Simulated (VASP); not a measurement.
Wanted: the native input for a VASP 6.6.1 run.

```
Task                   : single point
Functional             : PBE
Potentials or basis    : VASP PAW PBE potentials, release 64 (Hf_pv, N)
Cutoff                 : 520 eV
k mesh                 : 16 × 16 × 16
Occupations            : gaussian, width 0.15 eV
Spin                   : no spin polarisation
Dipole correction      : no
Further INCAR settings : ALGO = Normal; EDIFF = 1e-07; NBANDS = 14
```

The structure of HfN lies in POSCAR:

```
HfN
1.0
    0.0000000000      2.4329810243      2.2738140414
    2.2738140414      0.0000000000      2.2738140414
    2.2738140414      2.4329810243      0.0000000000
Hf N
1 1
Direct
    0.0000000000      0.0000000000      0.0000000000
    0.5000000000      0.5000000000      0.5000000000
```

This cell differs from its parent crystal: mode 5 frozen in at +0.000 Å, normal strain along y +0.0700.

These files were run (other wordings do the same):

INCAR

```
SYSTEM = HfN
PREC = Accurate ; ENCUT = 520
EDIFF = 1E-7 ; ISMEAR = 0
SIGMA = 0.15 ; LREAL = .FALSE.
LASPH = .TRUE. ; NELM = 80
ALGO = Normal ; ISIF = 2
LWAVE = .FALSE. ; LCHARG = .TRUE.
GGA = PE ; LELF = .TRUE.
LVHAR = .TRUE. ; NBANDS = 14
```

KPOINTS

```
regular mesh
0
G
  16 16 16
  0 0 0
```

Potentials or basis: VASP PAW PBE potentials, release 64 (Hf_pv, N).

The run is started by

```console
$ cat potpaw_PBE.64/Hf_pv/POTCAR potpaw_PBE.64/N/POTCAR > POTCAR
$ mpirun -np 1 vasp_std > vasp.out
```

It gave:

- Pressure: -15.2 GPa

Caveat: the cell differs from its parent crystal (mode 5 frozen in at +0.000 Å, normal strain along y +0.0700).

Wall time 90 s on 1 thread of Intel Xeon 6975P-C, on a shared host, peak memory 0.25 GiB.
